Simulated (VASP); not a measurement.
# CoO: single point with PBE+U

CoO:

```xyz
2
Lattice="0.0000 2.1315 2.1315 2.1315 0.0000 2.1315 2.1315 2.1315 0.0000" Properties=species:S:1:pos:R:3 pbc="T T T"
Co    0.0000    0.0000    0.0000
O     2.1315    2.1315    2.1315
```

- Program: VASP 6.6.1
- Task: single point
- Functional: PBE
- Potentials or basis: VASP PAW PBE potentials, release 64 (Co, O)
- Cutoff: 520 eV
- k mesh: 8 × 8 × 8
- Occupations: gaussian, width 0.05 eV
- Spin: collinear spin, ferrimagnetic start
- Starting moments: [1.02, -0.03] μB
- Hubbard terms: Co d U = 8.0 eV

```
Pressure                                              : -3.1 GPa
Band gap on the k mesh                                : zero (filled and empty bands overlap)
Net moment                                            : 3.00 μB per cell
Site moments                                          : Co +2.83; O +0.21 μB
Valence electrons inside the program's atomic spheres : Co 7.87; O 5.00
```

Levels at points of the mesh, in eV from the Fermi level:
Spin up:
| k point | band 5 | band 6 | band 7 | band 8 | band 9 | band 10 | band 11 | band 12 | band 13 | band 14 |
| --- | --- | --- | --- | --- | --- | --- | --- | --- | --- | --- |
| (0.00, 0.00, 0.00) | -5.48 | -5.48 | -1.58 | -1.58 | -1.58 | 2.41 | 16.90 | 16.90 | 16.90 | 18.30 |
| (0.50, 0.00, 0.00) | -4.94 | -4.94 | -3.33 | -0.21 | -0.21 | 6.48 | 10.61 | 14.75 | 14.75 | 20.04 |
| (0.50, 0.50, 0.00) | -5.30 | -4.64 | -4.64 | -2.81 | -2.81 | 7.12 | 10.94 | 11.31 | 17.13 | 17.13 |
Spin down:
| k point | band 4 | band 5 | band 6 | band 7 | band 8 | band 9 |
| --- | --- | --- | --- | --- | --- | --- |
| (0.00, 0.00, 0.00) | -1.20 | -1.16 | -1.16 | -1.16 | 2.90 | 4.75 |
| (0.50, 0.00, 0.00) | -2.67 | -0.03 | -0.03 | 0.23 | 6.70 | 6.77 |
| (0.50, 0.50, 0.00) | -2.41 | -2.18 | -0.07 | -0.07 | 5.29 | 5.54 |

Eigenvalues of the final occupation matrices:
```tsv
site	spin	trace	eigenvalues
site 1 d	1	5.02	0.98 0.98 0.98 1.04 1.04
site 1 d	2	2.23	0.08 0.08 0.69 0.69 0.69
```

It took 22 s on 1 thread of Intel(R) Xeon(R) Platinum 8259CL CPU @ 2.50GHz (Skylake/Cascade Lake), with other jobs on the host, peak memory 0.15 GiB.

Caveat: a cell with one magnetic atom can't hold antiferromagnetic order, which such compounds often take. The state reached can hang on the start; a lower one may exist.
